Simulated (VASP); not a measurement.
A run of VASP 6.6.1 is set up as follows.

File POSCAR:

```
MnO
1.0
    4.4022565100      2.2011282600      2.2011282600
    2.2011282600      4.4022565100      2.2011282600
    2.2011282600      2.2011282600      4.4022565100
Mn O
2 2
Direct
    0.0000000000      0.0000000000      0.0000000000
    0.5000000000      0.5000000000      0.5000000000
    0.2500000000      0.2500000000      0.2500000000
    0.7500000000      0.7500000000      0.7500000000
```

INCAR.step1

```
SYSTEM = MnO
  PREC = Accurate
  ENCUT = 520
  EDIFF = 1E-6
  ISMEAR = -1
  SIGMA = 0.1
  LREAL = .FALSE.
  LASPH = .TRUE.
  NELM = 200
  ALGO = Normal
  ISIF = 2
  LWAVE = .FALSE.
  LCHARG = .TRUE.
  ISPIN = 2
  MAGMOM = 5 5 0 0
  LMAXMIX = 4
  GGA = PE
  NBANDS = 31
  GGA_COMPAT = .FALSE.
  NEDOS = 2001
  LORBIT = 11
```

The input KPOINTS.step1:

```
regular mesh
0
G
  7 7 7
  0 0 0
```

Contents of INCAR.step2:

```
SYSTEM = MnO
  PREC = Accurate
  ENCUT = 520
  EDIFF = 1E-6
  ISMEAR = -5
  SIGMA = 0.1
  LREAL = .FALSE.
  LASPH = .TRUE.
  NELM = 200
  ALGO = Normal
  ISIF = 2
  LWAVE = .FALSE.
  LCHARG = .FALSE.
  ISPIN = 2
  MAGMOM = 5 5 0 0
  LORBIT = 11
  LMAXMIX = 4
  GGA = PE
  NBANDS = 31
  NEDOS = 2001
  ICHARG = 11
  GGA_COMPAT = .FALSE.
```

The input KPOINTS.step2:

```
regular mesh
0
G
  11 11 11
  0 0 0
```

Potentials or basis: VASP PAW PBE potentials, release 64 (Mn_pv, O).

Run with:

```console
$ cat potpaw_PBE.64/Mn_pv/POTCAR potpaw_PBE.64/O/POTCAR > POTCAR
$ cp INCAR.step1 INCAR
$ cp KPOINTS.step1 KPOINTS
$ mpirun -np 1 vasp_std > vasp.out
$ cp INCAR.step2 INCAR
$ cp KPOINTS.step2 KPOINTS
$ mpirun -np 1 vasp_std > vasp.out
```

(1) Estimate the net moment.

(2) Estimate the site moments.

Answers

(1) 9.32 μB per cell.

(2) Mn +4.28; O +0.20 μB.
